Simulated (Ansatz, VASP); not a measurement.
TaRu in VASP and in Ansatz

Contents of INCAR:

```
PREC = Accurate
ENCUT = 520
EDIFF = 1E-6
ISMEAR = -1
SIGMA = 0.05
LREAL = F
LASPH = T
NELM = 150
ALGO = Normal
ISIF = 2
LWAVE = F
LCHARG = F
MAGMOM = 0 0 0 0 0 0
LORBIT = 11
LSORBIT = T
GGA_COMPAT = F
LORBMOM = T
LMAXMIX = 4
NBANDS = 37
```

File KPOINTS:

```
Automatic mesh
0
Gamma
  10 10 10
```

Contents of POSCAR:

```
TaRu
1.0
    3.1187681422      0.0000000000      0.0000000000
    0.0000000000      3.1187681422      0.0000000000
    0.0000000000      0.0000000000      3.1187681422
Ta Ru
1 1
Direct
    0.5000000000      0.5000000000      0.5000000000
    0.0000000000      0.0000000000      0.0000000000
```

Input for Ansatz:

```yaml
crystal:
  lattice:
    - [3.11876814224, 0.0, 0.0]
    - [0.0, 3.11876814224, 0.0]
    - [0.0, 0.0, 3.11876814224]
  atoms:
    - { symbol: Ta, position: [0.5, 0.5, 0.5] }
    - { symbol: Ru, position: [0.0, 0.0, 0.0] }
kpoints:
  mp_grid: { grid: [10, 10, 10] }
scf:
  occupations: { method: fermi_dirac, width: 0.05 }
hamiltonian:
  xc: lda
  pseudopotentials: { kind: paw_fr }
magnetization:
  noncollinear: true
  spin_orbit: true
output:
  forces: true
  stress: true
  eigenvalues: true
  eigenstates:
    nscf_kmesh: { grid: [14, 14, 14] }
    de_dk: true
    e_range: [-14, 14]
checkpoint:
  write: ck
  write_wavefunctions: false
```

Alike in both runs: task single point; functional LDA; k mesh 10 × 10 × 10; occupations fermi-dirac, width 0.05 eV; non-collinear spin, spin-orbit coupling.

|  | VASP | Ansatz |
| --- | --- | --- |
| version | VASP 6.6.1 | Ansatz 0.2.0 |
| potentials or method | VASP PAW LDA potentials, release 64 (Ta_pv, Ru_pv) | PAW with Ansatz's default frozen-core files, fully relativistic files with spin-orbit coupling |
| plane-wave cutoff (eV) | 520 | 420 |
| valence electrons in the cell | 25 | 29 |

Ansatz gave:

| Property | Result |
| --- | --- |
| pressure (GPa) | 0.0 |

Question: Which values does VASP return?

Answer: Pressure (GPa): 1.2.

LDA's correlation is that of Perdew and Zunger in VASP and of Perdew and Wang (1992) in Ansatz. VASP's potentials hold 25 valence electrons a cell and Ansatz's 29, so a difference there can come from the potentials and not from the codes.
